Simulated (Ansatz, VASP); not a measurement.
Ru in VASP and in Ansatz

The input INCAR:

```
SYSTEM = Ru
PREC = Accurate
ENCUT = 520
EDIFF = 1E-6
ISMEAR = -1
SIGMA = 0.05
LREAL = .FALSE.
LASPH = .TRUE.
NELM = 150
ALGO = Normal
ISIF = 2
LWAVE = .FALSE.
LCHARG = .TRUE.
ISPIN = 2
MAGMOM = 1 1
LORBIT = 11
LMAXMIX = 4
GGA = PS
LELF = .TRUE.
LVHAR = .TRUE.
NBANDS = 25
```

The input KPOINTS:

```
Automatic mesh
0
G
  22 22 12
  0 0 0
```

POSCAR

```
Ru
1.0
    2.6935838660      0.0000000000      0.0000000000
   -1.3467919330      2.3327120552      0.0000000000
    0.0000000000      0.0000000000      4.2401619846
Ru
2
Direct
    0.3333333333      0.6666666667      0.2500000000
    0.6666666667      0.3333333333      0.7500000000
```

Input for Ansatz:

```yaml
crystal:
  lattice:
    - [2.693583866, 0.0, 0.0]
    - [-1.346791933, 2.3327120552, 0.0]
    - [0.0, 0.0, 4.2401619846]
  atoms:
    - { symbol: Ru, position: [0.3333333333, 0.6666666667, 0.25], spin: 1.0 }
    - { symbol: Ru, position: [0.6666666667, 0.3333333333, 0.75], spin: 1.0 }
hamiltonian:
  xc: pbesol
  pseudopotentials:
    kind: paw
    azcp:
      Ru: "pseudopotentials/Ru.paw.azcp"
basis:
  ecutwfc: 420
  fft_grid_basis: typed
kpoints:
  mp_grid: { grid: [22, 22, 12], shift: [0, 0, 0] }
magnetization:
  spin_polarized: true
scf:
  occupations: { method: fermi_dirac, width: 0.05 }
```

Alike in both runs: task single point; functional PBEsol; k mesh 22 × 22 × 12; occupations fermi-dirac, width 0.05 eV; collinear spin.

```csv
,VASP,Ansatz
version,VASP 6.6.1,Ansatz 0.2.0
potentials or method,"VASP PAW PBE potentials, release 64 (Ru_pv), cutoff 520 eV","plane waves (420 eV) with PAW, scalar-relativistic"
valence electrons in the cell,28,32
```

```tsv
	VASP	Ansatz	Ansatz less VASP
net moment per atom (μB)	0.00	0.00	0.000
```

VASP's potentials were made for PBE, not for PBEsol, and Ansatz warns of the same on its side. The functional is the same, so the differences come from potentials, cutoffs and numerics. VASP's potentials hold 28 valence electrons a cell and Ansatz's 32, so a difference there can come from the potentials and not from the codes. Ansatz's warnings: seeded moment not kept.
